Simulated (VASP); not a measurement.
# CsPbCl3 (Pm-3m) in VASP: single point with LDA

Aim: the single point of CsPbCl3 with LDA.

Program: VASP 6.6.1. These are calculated values, not measurements. Logs are shortened: lines on timing, memory, paths and dates and some standing lists are left out, and cuts for length are marked.

## 1. The cell of the first run

The structure is cubic, space group Pm-3m (No. 221). The conventional cell has a = 5.568 Å, b = 5.568 Å, c = 5.568 Å, α = 90.00°, β = 90.00°, γ = 90.00°. Within 5.2 Å of Cs (site symmetry m-3m) lie 12 Cl at 3.94 Å and 8 Pb at 4.82 Å. Pb (site symmetry m-3m) has 6 Cl at 2.78 Å within 3.7 Å. Within 3.7 Å of Cl (site symmetry 4/mmm) lie 2 Pb at 2.78 Å.

## 2. Single point, LDA, non-collinear spin, zero start, spin-orbit coupling

Contents of INCAR:

```
SYSTEM = CsPbCl3
  PREC = Accurate
  ENCUT = 520
  EDIFF = 1E-7
  ISMEAR = -1
  SIGMA = 0.1
  LREAL = .False.
  LASPH = .True.
  NELM = 150
  ALGO = Normal
  ISIF = 2
  LWAVE = .False.
  LCHARG = .True.
  MAGMOM = 0 0 0 0 0 0 0 0 0 0 0 0 0 0 0
  LORBIT = 11
  LSORBIT = .True.
  GGA_COMPAT = .False.
  LORBMOM = .True.
  GGA = CA
  LVHAR = .True.
  NBANDS = 59
  LUSENCCL = .False.
```

Contents of KPOINTS:

```
regular mesh
0
Gamma
  6 6 6
  0 0 0
```

Contents of POSCAR:

```
CsPbCl3
1.0
    5.5676425000      0.0000000000      0.0000000000
    0.0000000000      5.5676425000      0.0000000000
    0.0000000000      0.0000000000      5.5676425000
Cs Pb Cl
1 1 3
Direct
    0.0000000000      0.0000000000      0.0000000000
    0.5000000000      0.5000000000      0.5000000000
    0.5000000000      0.5000000000      0.0000000000
    0.0000000000      0.5000000000      0.5000000000
    0.5000000000      0.0000000000      0.5000000000
```

Potentials or basis: VASP PAW LDA potentials, release 64 (Cs_sv, Pb_d, Cl).

On the command line:

```console
$ cat potpaw_LDA.64/Cs_sv/POTCAR potpaw_LDA.64/Pb_d/POTCAR potpaw_LDA.64/Cl/POTCAR > POTCAR
$ mpirun -np 1 vasp_ncl > vasp.out
```

OUTCAR:

```text
SYSTEM = CsPbCl3
   PREC = Accurate
   ENCUT = 520
   EDIFF = 1E-7
   ISMEAR = -1
   LREAL = .False.
   LASPH = .True.
   NELM = 150
   ISIF = 2
   LORBIT = 11
   LSORBIT = .True.
   GGA = CA

 ion  position               nearest neighbor table
   1  0.000  0.000  0.000-
   2  0.500  0.500  0.500-   3 2.78   4 2.78   5 2.78   3 2.78   5 2.78   4 2.78
   3  0.500  0.500  0.000-   2 2.78   2 2.78
   4  0.000  0.500  0.500-   2 2.78   2 2.78
   5  0.500  0.000  0.500-   2 2.78   2 2.78

  LATTYP: Found a simple cubic cell.
 ALAT       =     5.5676425000

  Lattice vectors:

 A1 = (   5.5676425000,   0.0000000000,   0.0000000000)
 A2 = (   0.0000000000,   5.5676425000,   0.0000000000)
 A3 = (   0.0000000000,   0.0000000000,   5.5676425000)

Analysis of symmetry for initial positions (statically):
=====================================================================
 Subroutine PRICEL returns:
 Original cell was already a primitive cell.

 Routine SETGRP: Setting up the symmetry group for a
 simple cubic supercell.

 Subroutine GETGRP returns: Found 48 space group operations
 (whereof 48 operations were pure point group operations)
 out of a pool of 48 trial point group operations.

The static configuration has the point symmetry O_h .

Analysis of symmetry for dynamics (positions and initial velocities):
=====================================================================
 Subroutine PRICEL returns:
 Original cell was already a primitive cell.

 Routine SETGRP: Setting up the symmetry group for a
 simple cubic supercell.

 Subroutine GETGRP returns: Found 48 space group operations
 (whereof 48 operations were pure point group operations)
 out of a pool of 48 trial point group operations.

The dynamic configuration has the point symmetry O_h .

Analysis of structural, dynamic, and magnetic symmetry:
=====================================================================
 Subroutine PRICEL returns:
 Original cell was already a primitive cell.

 Routine SETGRP: Setting up the symmetry group for a
 simple cubic supercell.

 Subroutine GETGRP returns: Found 48 space group operations
 (whereof 48 operations were pure point group operations)
 out of a pool of 48 trial point group operations.

The overall configuration has the point symmetry O_h .

 Subroutine INISYM returns: Found 48 space group operations
 (whereof 48 operations are pure point group operations),
 and found     1 'primitive' translations

----------------------------------------------------------------------------------------

                                     Primitive cell

  volume of cell :     172.5894

  direct lattice vectors                    reciprocal lattice vectors
     5.567642500  0.000000000  0.000000000     0.179609233  0.000000000  0.000000000
     0.000000000  5.567642500  0.000000000     0.000000000  0.179609233  0.000000000
     0.000000000  0.000000000  5.567642500     0.000000000  0.000000000  0.179609233

  length of vectors
     5.567642500  5.567642500  5.567642500     0.179609233  0.179609233  0.179609233

  position of ions in fractional coordinates (direct lattice)
     0.000000000  0.000000000  0.000000000
     0.500000000  0.500000000  0.500000000
     0.500000000  0.500000000  0.000000000
     0.000000000  0.500000000  0.500000000
     0.500000000  0.000000000  0.500000000

  ion indices of the primitive-cell ions
   primitive index   ion index
                 1           1
                 2           2
                 3           3
                 4           4
                 5           5

----------------------------------------------------------------------------------------

 KPOINTS: regular mesh

Automatic generation of k-mesh.
 Grid dimensions read from file:
 generate k-points for:    6    6    6

 Generating k-lattice:

  Cartesian coordinates                     Fractional coordinates (reciprocal lattice)
     0.029934872  0.000000000  0.000000000     0.166666667  0.000000000  0.000000000
     0.000000000  0.029934872  0.000000000     0.000000000  0.166666667  0.000000000
     0.000000000  0.000000000  0.029934872     0.000000000  0.000000000  0.166666667

  Length of vectors
     0.029934872  0.029934872  0.029934872

  Shift w.r.t. Gamma in fractional coordinates (k-lattice)
     0.000000000  0.000000000  0.000000000

 Subroutine IBZKPT returns following result:
 ===========================================

 Found     20 irreducible k-points:

 Following reciprocal coordinates:
            Coordinates               Weight
  0.000000  0.000000  0.000000      1.000000
[... 61 lines left out ...]
   LORBIT       =     11    0 simple, 1 ext, 2 COOP (PROOUT), +10 PAW based schemes
   GGA     = CA    functional components
   LHFCALC =     F    Hartree Fock is set to
   AEXX    =    0.0000 exact exchange contribution
   IVDW    =     0    specifies the selected vdW correction
   LEPSILON=     F    determine dielectric tensor
   LRPA    =     F    only Hartree local field effects (RPA)
  energy-cutoff  :      520.00
  volume of cell :      172.59
 maximum number of plane-waves:      9394
 NGX is ok and might be reduce to    42
   NGX = 21   NGY = 21   NGZ = 21

 number of electron      43.9999992 magnetization      -0.0000000     -0.0000000     -0.0000000

 number of electron      43.9999992 magnetization       0.0000000      0.0000000      0.0000000

 number of electron      43.9999992 magnetization      -0.0000000     -0.0000000      0.0000000

 number of electron      43.9999992 magnetization       0.0000000      0.0000000     -0.0000000

 Free energy of the ion-electron system (eV)
  ---------------------------------------------------
  ext. energy  EPLUGINS =         0.00000000
  ---------------------------------------------------
  free energy    TOTEN  =       -19.92832622 eV

  energy without entropy =      -19.92785851  energy(sigma->0) =      -19.92809236

 E-fermi :   2.1295     XC(G=0):  -8.3667

 val. band max:        1.8496536471   @ k =   0.5000   0.5000   0.5000
 cond. band min:       2.4136872720   @ k =   0.5000   0.5000   0.5000
 fundamental gap:      0.5640336249
 Fermi energy:         2.1295051482

 k-point     1 :       0.0000    0.0000    0.0000
  band No.  band energies     occupation
      1     -19.5631      1.00000
      2     -19.5631      1.00000
      3     -16.3239      1.00000
      4     -16.3239      1.00000
      5     -16.3239      1.00000
      6     -16.3239      1.00000
[... 1169 lines left out ...]
     55       7.2041      0.00000
     56       7.2041      0.00000
 [bands above 56 left out]

------------------------ aborting loop because EDIFF is reached ----------------------------------------

  FORCE on cell =-STRESS in cart. coord.  units (eV):
  Direction    XX          YY          ZZ          XY          YZ          ZX
  --------------------------------------------------------------------------------------
  -------------------------------------------------------------------------------------
  Total       -0.8455940     -0.8455940     -0.8455940     -0.0000000     -0.0000000     -0.0000000
  in kB       -7.8497972     -7.8497972     -7.8497972     -0.0000000     -0.0000000     -0.0000000
  external PRESSURE =      -7.8497972 kB  Pullay stress =       0.0000000 kB

 VOLUME and BASIS-vectors are now :
 -----------------------------------------------------------------------------
  energy-cutoff  :      520.00
  volume of cell :      172.59
      direct lattice vectors                 reciprocal lattice vectors
     5.567642500  0.000000000  0.000000000     0.179609233  0.000000000  0.000000000
     0.000000000  5.567642500  0.000000000     0.000000000  0.179609233  0.000000000
     0.000000000  0.000000000  5.567642500     0.000000000  0.000000000  0.179609233

 POSITION                                       TOTAL-FORCE (eV/Angst)
 -----------------------------------------------------------------------------------
      0.00000      0.00000      0.00000         0.000000      0.000000      0.000000
      2.78382      2.78382      2.78382         0.000000      0.000000      0.000000
      2.78382      2.78382      0.00000         0.000000      0.000000      0.000000
      0.00000      2.78382      2.78382         0.000000      0.000000      0.000000
      2.78382      0.00000      2.78382         0.000000      0.000000      0.000000
 -----------------------------------------------------------------------------------
    total drift:                                0.000000     -0.000000     -0.000000

  FREE ENERGIE OF THE ION-ELECTRON SYSTEM (eV)
  ---------------------------------------------------
  free  energy   TOTEN  =       -19.9283262181 eV

  energy  without entropy=      -19.9278585074  energy(sigma->0) =      -19.92809236

 orbital moment (x)

 # of ion     p       d       tot
 ----------------------------------------
  1         0.000   0.000   0.000
  2        -0.000  -0.000  -0.000
  3         0.000   0.000   0.000
  4         0.000   0.000   0.000
  5         0.000   0.000   0.000
 ----------------------------------------
           -0.000  -0.000  -0.000

 orbital moment (y)

 # of ion     p       d       tot
 ----------------------------------------
  1        -0.000   0.000   0.000
  2         0.000   0.000   0.000
  3         0.000   0.000   0.000
  4         0.000   0.000   0.000
  5         0.000   0.000   0.000
 ----------------------------------------
            0.000   0.000   0.000

 orbital moment (z)

 # of ion     p       d       tot
 ----------------------------------------
  1        -0.000  -0.000  -0.000
  2         0.000   0.000   0.000
  3         0.000   0.000   0.000
  4         0.000   0.000   0.000
  5         0.000   0.000   0.000
 ----------------------------------------
           -0.000  -0.000  -0.000

 Spin-Orbit-Coupling matrix elements

 Ion:    1  E_soc:     -0.2941683
 l=   1
     0.0000000    -0.0490170    -0.0490170
    -0.0490170     0.0000000    -0.0490170
    -0.0490170    -0.0490170     0.0000000
 l=   2
     0.0000000    -0.0000021     0.0000000    -0.0000021    -0.0000090
    -0.0000021     0.0000000    -0.0000067    -0.0000021    -0.0000022
     0.0000000    -0.0000067     0.0000000    -0.0000067     0.0000000
    -0.0000021    -0.0000021    -0.0000067     0.0000000    -0.0000022
    -0.0000090    -0.0000022     0.0000000    -0.0000022     0.0000000
 l=   3
     0.0000000     0.0000000     0.0000000     0.0000000     0.0000000     0.0000000     0.0000000
     0.0000000     0.0000000     0.0000000     0.0000000     0.0000000     0.0000000     0.0000000
     0.0000000     0.0000000     0.0000000     0.0000000     0.0000000     0.0000000     0.0000000
     0.0000000     0.0000000     0.0000000     0.0000000     0.0000000     0.0000000     0.0000000
[... 69 lines left out ...]
 l=   2
     0.0000000     0.0000000     0.0000000     0.0000000     0.0000000
     0.0000000     0.0000000     0.0000000     0.0000000     0.0000000
     0.0000000     0.0000000     0.0000000     0.0000000     0.0000000
     0.0000000     0.0000000     0.0000000     0.0000000     0.0000000
     0.0000000     0.0000000     0.0000000     0.0000000     0.0000000
 l=   3
     0.0000000     0.0000000     0.0000000     0.0000000     0.0000000     0.0000000     0.0000000
     0.0000000     0.0000000     0.0000000     0.0000000     0.0000000     0.0000000     0.0000000
     0.0000000     0.0000000     0.0000000     0.0000000     0.0000000     0.0000000     0.0000000
     0.0000000     0.0000000     0.0000000     0.0000000     0.0000000     0.0000000     0.0000000
     0.0000000     0.0000000     0.0000000     0.0000000     0.0000000     0.0000000     0.0000000
     0.0000000     0.0000000     0.0000000     0.0000000     0.0000000     0.0000000     0.0000000
     0.0000000     0.0000000     0.0000000     0.0000000     0.0000000     0.0000000     0.0000000

 total charge

# of ion       s       p       d       tot
------------------------------------------
    1        1.825   4.684   0.014   6.523
    2        1.505   0.492   9.861  11.858
    3        1.598   3.493   0.000   5.092
    4        1.598   3.493   0.000   5.092
    5        1.598   3.493   0.000   5.092
--------------------------------------------------
tot          8.125  15.656   9.874  33.655

 magnetization (x)

# of ion       s       p       d       tot
------------------------------------------
    1        0.000   0.000   0.000   0.000
    2       -0.000  -0.000  -0.000  -0.000
    3        0.000   0.000   0.000   0.000
    4       -0.000  -0.000   0.000  -0.000
    5       -0.000  -0.000   0.000  -0.000
--------------------------------------------------
tot         -0.000  -0.000  -0.000  -0.000

 magnetization (y)

# of ion       s       p       d       tot
------------------------------------------
    1        0.000  -0.000   0.000   0.000
    2        0.000  -0.000   0.000  -0.000
    3        0.000  -0.000   0.000  -0.000
    4       -0.000   0.000   0.000  -0.000
    5       -0.000  -0.000   0.000  -0.000
--------------------------------------------------
tot         -0.000  -0.000   0.000  -0.000

 magnetization (z)

# of ion       s       p       d       tot
------------------------------------------
    1        0.000   0.000  -0.000  -0.000
    2       -0.000  -0.000   0.000  -0.000
    3        0.000  -0.000   0.000  -0.000
    4        0.000  -0.000   0.000   0.000
    5        0.000   0.000   0.000   0.000
--------------------------------------------------
tot         -0.000  -0.000  -0.000  -0.000
```

It took 2.5 min on 1 × NVIDIA H100 80GB with 1 thread of Intel Xeon Platinum 8481C at 2.70GHz (Sapphire Rapids), shared host; peak memory 1.6 GiB.

Results:

| Property | Result |
| --- | --- |
| Free energy | -19.9283 eV |
| Pressure | -0.8 GPa |
| Net moment | 0.00 μB per cell |
| Valence electrons inside the program's atomic spheres | Cs 6.52; Pb 11.86; Cl 5.09 |

Moments on the atoms (μB; x, y, z):
```
Cs  0.00 0.00 0.00
Pb  0.00 0.00 0.00
Cl  0.00 0.00 0.00
Cl  0.00 0.00 0.00
Cl  0.00 0.00 0.00
```
